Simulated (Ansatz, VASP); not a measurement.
# Ni in VASP and in Ansatz

File INCAR:

```
  PREC = Accurate
  ENCUT = 520
  EDIFF = 1E-6
  ISMEAR = -1
  SIGMA = 0.08
  LREAL = False
  LASPH = True
  NELM = 150
  ALGO = Normal
  ISIF = 2
  LWAVE = False
  LCHARG = False
  MAGMOM = 0 0 1.5
  LORBIT = 11
  LSORBIT = True
  GGA_COMPAT = False
  LORBMOM = True
  LMAXMIX = 4
  GGA = PE
  NBANDS = 21
```

File KPOINTS:

```
regular mesh
0
Gamma
  18 18 18
```

POSCAR

```
Ni
1.0
    0.0000000000      1.7596086113      1.7596086113
    1.7596086113      0.0000000000      1.7596086113
    1.7596086113      1.7596086113      0.0000000000
Ni
1
Direct
    0.0000000000      0.0000000000      0.0000000000
```

Input for Ansatz:

```yaml
crystal:
  lattice:
    - [0.0, 1.7596086113, 1.7596086113]
    - [1.7596086113, 0.0, 1.7596086113]
    - [1.7596086113, 1.7596086113, 0.0]
  atoms:
    - { symbol: Ni, position: [0.0, 0.0, 0.0], spin: 1.5 }
magnetization:
  noncollinear: true
  spin_orbit: true
kpoints:
  mp_grid: { grid: [18, 18, 18] }
  band_path:
    path:
      - [0.0, 0.0, 0.0]
      - [0.5, 0.0, 0.5]
      - [0.625, 0.25, 0.625]
      - [0.375, 0.375, 0.75]
      - [0.0, 0.0, 0.0]
      - [0.5, 0.5, 0.5]
      - [0.5, 0.25, 0.75]
      - [0.5, 0.0, 0.5]
    npoints: 5
scf:
  occupations: { method: fermi_dirac, width: 0.08 }
hamiltonian:
  xc: pbe
  pseudopotentials: { kind: all_electron, lapw: { basis_error: 0.001 } }
output:
  forces: true
  stress: true
  eigenvalues: true
```

Alike in both runs: task single point; functional PBE; k mesh 18 × 18 × 18; occupations fermi-dirac, width 0.08 eV; non-collinear spin, spin-orbit coupling.

|  | VASP | Ansatz |
| --- | --- | --- |
| version | VASP 6.6.1 | Ansatz 0.2.0 |
| potentials or method | VASP PAW PBE potentials, release 64 (Ni), cutoff 520 eV | all-electron LAPW |

```tsv
	VASP	Ansatz	Ansatz less VASP
pressure (GPa)	0.0	0.0	0.00
net moment per atom (μB)	0.61	0.62	+0.009
```

Ansatz ran all-electron here, and VASP with PAW potentials. Ansatz's warnings: stability check not made.
